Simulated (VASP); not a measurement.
# Al48N49 (a cell with a defect) in VASP: a series of runs

Al48N49 (a cell with a defect) is run at these levels: PBEsol; tasks: single point.

All numbers are computed with VASP 6.6.1; they aren't measurements. Logs are shortened: lines on timing, memory, paths and dates and some standing lists are left out, and cuts for length are marked.

## Step 1: The cell of the first run

The cell holds a defect, 97 atoms: a = 9.341 Å, b = 10.787 Å, c = 9.967 Å, α = 90.00°, β = 90.00°, γ = 90.00°.

## Step 2: Single point, PBEsol

Input file INCAR:

```
PREC = Accurate ; ENCUT = 520
EDIFF = 1E-6 ; ISMEAR = -1
SIGMA = 0.05 ; LREAL = Auto
LASPH = T ; NELM = 120
ALGO = Normal ; ISIF = 2
LWAVE = F ; LCHARG = T
GGA = PS ; LELF = T
LVHAR = T ; NELECT = 390.0
ISYM = -1 ; NBANDS = 248
GGA_COMPAT = F
```

Input file KPOINTS:

```
explicit points
1
Reciprocal
  0.25000000   0.25000000   0.25000000 1
```

Input file POSCAR:

```
Al48N49
1.0
    9.3414480000      0.0000000000      0.0000000000
    0.0000000000     10.7865750000      0.0000000000
    0.0000000000      0.0000000000      9.9670570000
Al N
48 49
Direct
    0.1674780000      0.0829590000      0.2492540000
    0.1668660000      0.0826300000      0.7506900000
    0.0023070000      0.3338620000      0.2502660000
    0.0023560000      0.3341490000      0.7488410000
    0.5005630000      0.0819200000      0.2499330000
    0.5010750000      0.0814390000      0.7491290000
    0.3374100000      0.3343860000      0.2508170000
    0.3334150000      0.3313490000      0.7495420000
    0.1683900000      0.5837490000      0.2505820000
    0.1683610000      0.5832920000      0.7469250000
    0.0002910000      0.8330230000      0.2487830000
    0.0004860000      0.8330260000      0.7505960000
    0.8347440000      0.0829900000      0.2492020000
    0.8351350000      0.0838470000      0.7505690000
    0.6669400000      0.3331480000      0.2483000000
    0.6699010000      0.3313830000      0.7499870000
    0.4974090000      0.5845370000      0.2501250000
    0.5009650000      0.5826320000      0.7448660000
    0.3333640000      0.8320820000      0.2510410000
    0.3339140000      0.8325570000      0.7469610000
    0.8330330000      0.5836860000      0.2479290000
    0.8359290000      0.5821690000      0.7503200000
    0.6668020000      0.8301330000      0.2507200000
    0.6678930000      0.8345160000      0.7499500000
    0.0015140000      0.1707510000      0.4995070000
    0.0015440000      0.1668620000      0.9999370000
    0.3305910000      0.1584680000      0.4999090000
    0.3347370000      0.1659700000      0.9999580000
    0.1710170000      0.4194910000      0.4968650000
    0.1689810000      0.4168250000      0.9998170000
    0.9976170000      0.6682940000      0.4993700000
    0.0015310000      0.6657880000      0.9994040000
    0.6679930000      0.1635640000      0.4987850000
    0.6677440000      0.1657460000      0.0001380000
    0.4955590000      0.3955670000      0.5042910000
    0.5022320000      0.4159260000      0.9963300000
    0.3299130000      0.6687600000      0.4944210000
    0.3342150000      0.6663810000      0.9970170000
    0.1618250000      0.9182050000      0.5002410000
    0.1677870000      0.9158390000      0.9993330000
    0.8332100000      0.4174400000      0.4986000000
    0.8353040000      0.4158980000      0.0000960000
    0.6832070000      0.6815730000      0.5045010000
    0.6681060000      0.6655950000      0.9964770000
    0.4991870000      0.9122170000      0.4971850000
    0.5005620000      0.9153750000      0.9999930000
    0.8381910000      0.9235270000      0.5003830000
    0.8342310000      0.9161240000      0.0001210000
    0.0011650000      0.1672070000      0.1902480000
    0.0013370000      0.1674290000      0.6909440000
    0.3346060000      0.1659410000      0.1900040000
    0.3339130000      0.1639820000      0.6912370000
    0.1691390000      0.4166220000      0.1907200000
    0.1689770000      0.4165720000      0.6889740000
    0.0005750000      0.6663420000      0.1894370000
    0.0003250000      0.6671500000      0.6905550000
    0.6675860000      0.1654690000      0.1906700000
    0.6679200000      0.1650300000      0.6901380000
    0.5036900000      0.4148420000      0.1840080000
    0.5024570000      0.4127110000      0.6926720000
    0.3308210000      0.6680160000      0.1853130000
    0.3343740000      0.6663480000      0.6873630000
    0.1667270000      0.9167260000      0.1892350000
    0.1657900000      0.9167260000      0.6914130000
    0.8351710000      0.4159090000      0.1909100000
    0.8348490000      0.4161980000      0.6897400000
    0.6694580000      0.6651480000      0.1840320000
    0.6708830000      0.6671870000      0.6927210000
    0.5005570000      0.9152380000      0.1907560000
    0.5009820000      0.9153130000      0.6891730000
    0.8337430000      0.9165080000      0.1898390000
    0.8353810000      0.9179260000      0.6915520000
    0.1622220000      0.0824170000      0.4400470000
    0.1675020000      0.0829200000      0.9409200000
    0.0010500000      0.3361160000      0.4406270000
    0.0021970000      0.3333040000      0.9401260000
    0.5004730000      0.0811030000      0.4408660000
    0.5014090000      0.0822990000      0.9402550000
    0.3270360000      0.3196770000      0.4406650000
    0.3341680000      0.3320910000      0.9394740000
    0.1568230000      0.5865940000      0.4398370000
    0.1675170000      0.5826610000      0.9379160000
    0.9978810000      0.8343340000      0.4401570000
    0.0006760000      0.8326360000      0.9406800000
    0.8370550000      0.0874920000      0.4398910000
    0.8349540000      0.0831950000      0.9410020000
    0.6686220000      0.3298300000      0.4402650000
    0.6700170000      0.3316930000      0.9395530000
    0.4374520000      0.5339610000      0.4250240000
    0.5009840000      0.5827090000      0.9360070000
    0.3241710000      0.8406940000      0.4404680000
    0.3341540000      0.8333670000      0.9379470000
    0.8328820000      0.5838480000      0.4398920000
    0.8357080000      0.5816650000      0.9395530000
    0.6761100000      0.8457490000      0.4405190000
    0.6677470000      0.8336170000      0.9396790000
    0.5162400000      0.6569960000      0.4245680000
```

Potentials or basis: VASP PAW PBE potentials, release 64 (Al, N).

Run with:

```
> cat potpaw_PBE.64/Al/POTCAR potpaw_PBE.64/N/POTCAR > POTCAR
> mpirun -np 1 vasp_std > vasp.out
```

OUTCAR:

```text
PREC = Accurate
   ENCUT = 520
   EDIFF = 1E-6
   ISMEAR = -1
   LREAL = Auto
   LASPH = T
   NELM = 120
   ISIF = 2
   GGA = PS
   NELECT = 390.0
   ISYM = -1

 ion  position               nearest neighbor table
   1  0.167  0.083  0.249-  63 1.89  49 1.89  51 1.89  73 1.90  27 3.04  26 3.07  28 3.07  39 3.07
                            40 3.07  25 3.09  13 3.11   5 3.11   3 3.12  11 3.12  19 3.12   7 3.14
   2  0.167  0.083  0.751-  64 1.88  52 1.89  50 1.89  74 1.90  27 3.04  40 3.06  39 3.06  26 3.06
                            28 3.07  25 3.09  14 3.10   8 3.10  12 3.11  20 3.12   4 3.12   6 3.12
   3  0.002  0.334  0.250-  65 1.89  53 1.89  49 1.89  75 1.90  25 3.04  29 3.06  42 3.07  41 3.07
                            30 3.08  26 3.08   9 3.11   1 3.12  21 3.12  13 3.13   7 3.13  15 3.13
   4  0.002  0.334  0.749-  50 1.89  54 1.89  66 1.89  76 1.91  25 3.05  30 3.08  42 3.08  26 3.09
                            41 3.09   8 3.09  22 3.09  10 3.10  29 3.10  16 3.11   2 3.12  14 3.12
   5  0.501  0.082  0.250-  69 1.89  51 1.89  57 1.90  77 1.90  33 3.06  27 3.07  45 3.07  28 3.07
                            46 3.07  34 3.07   1 3.11  19 3.11   7 3.12  13 3.12  15 3.12  23 3.13
   6  0.501  0.081  0.749-  52 1.89  70 1.89  58 1.89  78 1.90  27 3.07  33 3.07  46 3.08  28 3.08
                            34 3.08  24 3.09  45 3.10  20 3.11   8 3.12  14 3.12   2 3.12  16 3.12
   7  0.337  0.334  0.251-  59 1.90  79 1.90  53 1.90  51 1.92  35 3.00  29 3.05  15 3.08  17 3.08
                            30 3.09  28 3.09  36 3.09   9 3.12   5 3.12  27 3.13   3 3.13   1 3.14
   8  0.333  0.331  0.750-  54 1.89  80 1.89  60 1.89  52 1.90  35 2.96  36 3.06  28 3.07  30 3.07
                            29 3.09   4 3.09   2 3.10  27 3.11   6 3.12  10 3.12  18 3.13  16 3.14
   9  0.168  0.584  0.251-  61 1.88  81 1.89  53 1.90  55 1.90  37 3.00  29 3.03  17 3.07  32 3.08
[... 37 lines left out ...]
  28  0.335  0.166  1.000-  80 1.89  51 1.89  74 1.89  78 1.90   8 3.07   1 3.07   5 3.07   2 3.07
                             6 3.08   7 3.09  34 3.11  26 3.11  46 3.12  40 3.12  36 3.12  30 3.12
  29  0.171  0.419  0.497-  81 1.89  79 1.90  75 1.91  54 1.92   9 3.03  35 3.04   7 3.05  10 3.06
                             3 3.06  37 3.07   8 3.09   4 3.10  25 3.12  31 3.13  41 3.16  27 3.19
  30  0.169  0.417  1.000-  80 1.89  82 1.89  76 1.90  53 1.90   8 3.07   3 3.08   4 3.08   9 3.08
                             7 3.09  10 3.09  38 3.10  32 3.11  36 3.11  42 3.12  26 3.12  28 3.12
  31  0.998  0.668  0.499-  81 1.83  93 1.88  83 1.89  56 1.91  43 2.94  11 3.07  22 3.07  12 3.07
                            10 3.08  21 3.08   9 3.09  39 3.10  37 3.10  41 3.11  47 3.13  29 3.13
  32  0.002  0.666  0.999-  94 1.89  84 1.89  82 1.89  55 1.89  22 3.06  21 3.07  12 3.07  11 3.07
                             9 3.08  10 3.09  30 3.11  38 3.11  42 3.11  40 3.11  44 3.11  48 3.12
  33  0.668  0.164  0.499-  85 1.87  87 1.89  77 1.89  58 1.91  35 2.98  47 3.04  13 3.06   5 3.06
                             6 3.07  14 3.08  16 3.09  15 3.10  25 3.12  45 3.14  41 3.14  27 3.15
  34  0.668  0.166  0.000-  88 1.89  86 1.89  78 1.89  57 1.90  15 3.06  13 3.06  16 3.07  14 3.07
                             5 3.07   6 3.08  48 3.11  36 3.11  28 3.11  26 3.12  42 3.12  46 3.12
  35  0.496  0.396  0.504-  89 1.77  87 1.88  79 1.88  60 1.89   8 2.96  33 2.98  27 2.99   7 3.00
                            16 3.02  29 3.04  15 3.09  18 3.13  41 3.16  17 3.25  37 3.33
  36  0.502  0.416  0.996-  59 1.87  90 1.90  88 1.90  80 1.90  16 3.05   8 3.06  15 3.08  18 3.08
                             7 3.09  44 3.11  34 3.11  42 3.11  30 3.11  17 3.12  28 3.12  38 3.12
  37  0.330  0.669  0.494-  97 1.88  89 1.90  81 1.92  62 1.92  91 1.93  19 3.00   9 3.00  17 3.03
                            45 3.07  29 3.07  20 3.08  10 3.08  31 3.10  18 3.11  39 3.12  43 3.30
  38  0.334  0.666  0.997-  61 1.88  82 1.89  92 1.89  90 1.90  10 3.07  20 3.07  17 3.08  18 3.09
[... 9 lines left out ...]
   TEBEG  =    0.0;   TEEND  =   0.0 temperature during run
   PSTRESS=    0.0 pullay stress
   NELECT =     390.0000    total number of electrons
   NUPDOWN=      -1.0000    fix difference up-down
   EMIN   =  10.00;   EMAX   =-10.00  energy-range for DOS
   EFERMI =   0.00;   METHOD = LEGACY
   ISMEAR =    -1;   SIGMA  =   0.05  broadening in eV -4-tet -1-fermi 0-gaus
   EFERMI_NEDOS =   21; number of points for ismear=-14 and -15
   IALGO  =     38    algorithm
   IMIX   =      4    mixing-type and parameters
     AMIX     =   0.40;   BMIX     =  1.00
     AMIX_MAG =   1.60;   BMIX_MAG =  1.00
  volume/ion in A,a.u.               =      10.35        69.87
  Fermi-wavevector in a.u.,A,eV,Ry     =   1.194377  2.257045 19.409209  1.426537
  Thomas-Fermi vector in A             =   2.330369
   LORBIT       =      0    0 simple, 1 ext, 2 COOP (PROOUT), +10 PAW based schemes
   GGA     = PS    functional components
   LHFCALC =     F    Hartree Fock is set to
   AEXX    =    0.0000 exact exchange contribution
   IVDW    =     0    specifies the selected vdW correction
   LEPSILON=     F    determine dielectric tensor
   LRPA    =     F    only Hartree local field effects (RPA)
 non-spin polarized calculation
  energy-cutoff  :      520.00
  volume of cell :     1004.30
 maximum number of plane-waves:     27045
 NGX is ok and might be reduce to    70
   NGX = 35   NGY = 41   NGZ = 37

 number of electron     389.9999983 magnetization

 Free energy of the ion-electron system (eV)
  ---------------------------------------------------
  ext. energy  EPLUGINS =         0.00000000
  ---------------------------------------------------
  free energy    TOTEN  =      -747.73074331 eV

  energy without entropy =     -747.73074331  energy(sigma->0) =     -747.73074331

 E-fermi :   8.8596     XC(G=0): -11.1518

 val. band max:        7.6176253881   @ k =   0.2500   0.2500   0.2500
 cond. band min:      10.9450607992   @ k =   0.2500   0.2500   0.2500
 fundamental gap:      3.3274354111
 Fermi energy:         8.8596492545

 k-point     1 :       0.2500    0.2500    0.2500
  band No.  band energies     occupation
      1     -10.3285      2.00000
      2      -8.9044      2.00000
      3      -8.5384      2.00000
      4      -8.4589      2.00000
      5      -8.3695      2.00000
      6      -8.0992      2.00000
[... 199 lines left out ...]
    206      11.9042      0.00000
    207      11.9175      0.00000
 [bands above 207 left out]

------------------------ aborting loop because EDIFF is reached ----------------------------------------

  FORCE on cell =-STRESS in cart. coord.  units (eV):
  Direction    XX          YY          ZZ          XY          YZ          ZX
  --------------------------------------------------------------------------------------
  -------------------------------------------------------------------------------------
  Total       24.4769243     23.3184284     19.1502524     -1.3192108     -0.0126407      0.0823122
  in kB       39.0483527     37.2001892     30.5506444     -2.1045541     -0.0201658      0.1313137
  external PRESSURE =      35.5997288 kB  Pullay stress =       0.0000000 kB

 VOLUME and BASIS-vectors are now :
 -----------------------------------------------------------------------------
  energy-cutoff  :      520.00
  volume of cell :     1004.30
      direct lattice vectors                 reciprocal lattice vectors
     9.341448000  0.000000000  0.000000000     0.107049785  0.000000000  0.000000000
     0.000000000 10.786575000  0.000000000     0.000000000  0.092707834  0.000000000
     0.000000000  0.000000000  9.967057000     0.000000000  0.000000000  0.100330519

 POSITION                                       TOTAL-FORCE (eV/Angst)
 -----------------------------------------------------------------------------------
      1.56449      0.89484      2.48433         0.003683      0.001085     -0.000753
      1.55877      0.89129      7.48217         0.004701      0.003231      0.000485
      0.02155      3.60123      2.49442        -0.003631      0.002112      0.000801
      0.02201      3.60432      7.46374        -0.002326      0.003261      0.001856
      4.67598      0.88364      2.49110        -0.003753     -0.002624      0.000006
      4.68077      0.87845      7.46661        -0.004963     -0.003170      0.003394
[... 89 lines left out ...]
      6.23772      8.99187      9.36583         0.000997     -0.001866      0.001292
      4.82243      7.08674      4.23169         0.027323      0.060416     -0.004984
 -----------------------------------------------------------------------------------
    total drift:                                0.000793      0.018967      0.023494

  FREE ENERGIE OF THE ION-ELECTRON SYSTEM (eV)
  ---------------------------------------------------
  free  energy   TOTEN  =      -747.7307433139 eV

  energy  without entropy=     -747.7307433139  energy(sigma->0) =     -747.73074331
```

It took 8.8 min on 1 thread of Intel Xeon Platinum 8259CL at 2.50GHz (Skylake/Cascade Lake), shared host; peak memory 0.9 GiB.

What came out:

- Free energy: -747.7307 eV
- Largest force: 0.072 eV/Å

Forces on the atoms (eV/Å):
```
Al   0.004  0.001 -0.001
Al   0.005  0.003  0.000
Al  -0.004  0.002  0.001
Al  -0.002  0.003  0.002
Al  -0.004 -0.003  0.000
Al  -0.005 -0.003  0.003
Al  -0.005  0.005  0.001
Al  -0.009  0.000 -0.003
Al   0.008  0.002  0.000
Al   0.004  0.005 -0.003
Al   0.000  0.001  0.000
Al   0.001  0.002  0.001
Al  -0.002  0.004 -0.002
Al   0.001  0.008  0.000
Al   0.010  0.003 -0.002
Al   0.009  0.000  0.000
Al   0.004  0.008 -0.011
Al  -0.002  0.003 -0.012
Al  -0.001  0.000  0.001
Al  -0.002  0.001 -0.006
Al  -0.002  0.000 -0.003
Al   0.005  0.003  0.003
Al   0.002 -0.003  0.000
Al   0.003  0.003  0.000
Al  -0.003  0.001  0.001
Al  -0.003 -0.002  0.000
Al  -0.004 -0.007  0.005
Al   0.000 -0.007 -0.001
Al   0.002  0.000 -0.001
Al   0.003 -0.002  0.002
Al  -0.004  0.007  0.003
Al  -0.001 -0.002  0.001
Al  -0.002 -0.006  0.001
Al   0.003 -0.005  0.001
Al   0.005 -0.009  0.009
Al  -0.003  0.000 -0.009
Al  -0.009  0.005  0.008
Al  -0.002 -0.001 -0.007
Al  -0.014  0.000  0.006
Al   0.005 -0.005  0.000
Al  -0.003 -0.002 -0.003
Al   0.000 -0.006  0.002
Al   0.013  0.000  0.007
Al   0.002  0.000 -0.008
Al   0.004 -0.004  0.002
Al  -0.003 -0.001  0.002
Al   0.008  0.006  0.004
Al  -0.002 -0.006  0.001
N   -0.001  0.000  0.001
N   -0.001 -0.001  0.000
N    0.001  0.001  0.000
N    0.001  0.001 -0.002
N    0.002  0.000  0.002
N   -0.001 -0.002 -0.001
N   -0.001 -0.001  0.001
N   -0.001 -0.001 -0.002
N   -0.001  0.003  0.002
N    0.000  0.001 -0.001
N   -0.002  0.004  0.002
N    0.001 -0.003 -0.002
N    0.002 -0.002  0.001
N   -0.002  0.001 -0.005
N    0.000  0.000  0.000
N    0.000  0.001 -0.002
N   -0.001 -0.001  0.001
N   -0.001 -0.002  0.001
N   -0.004  0.000  0.001
N    0.002  0.000 -0.001
N   -0.001 -0.001  0.002
N    0.001  0.002 -0.001
N   -0.002  0.001  0.001
N    0.000  0.000 -0.002
N    0.000 -0.001  0.002
N    0.000  0.001  0.000
N    0.000  0.001  0.002
N    0.000 -0.001 -0.001
N    0.000  0.003  0.002
N    0.001  0.001  0.000
N   -0.004  0.003 -0.001
N    0.002  0.001  0.001
N    0.008 -0.004  0.001
N    0.000 -0.001 -0.001
N    0.000 -0.001  0.003
N    0.000  0.000 -0.001
N    0.001  0.001  0.002
N    0.000  0.000  0.000
N   -0.002  0.001  0.005
N   -0.001  0.001  0.000
N   -0.039 -0.061 -0.003
N    0.001 -0.002  0.002
N    0.006 -0.004  0.000
N    0.000  0.000 -0.001
N    0.000  0.000  0.005
N   -0.001 -0.001 -0.001
N   -0.004  0.003 -0.001
N    0.001 -0.002  0.001
N    0.027  0.060 -0.005
```

Caveat: the cell carries a net charge on a neutralising background, which shifts energy and pressure; the cell is charged against a uniform background, so pressure and absolute levels hang on convention; the PAW data sets were made with another functional, which shifts forces and pressure a little.

[end of part 1 of 2]
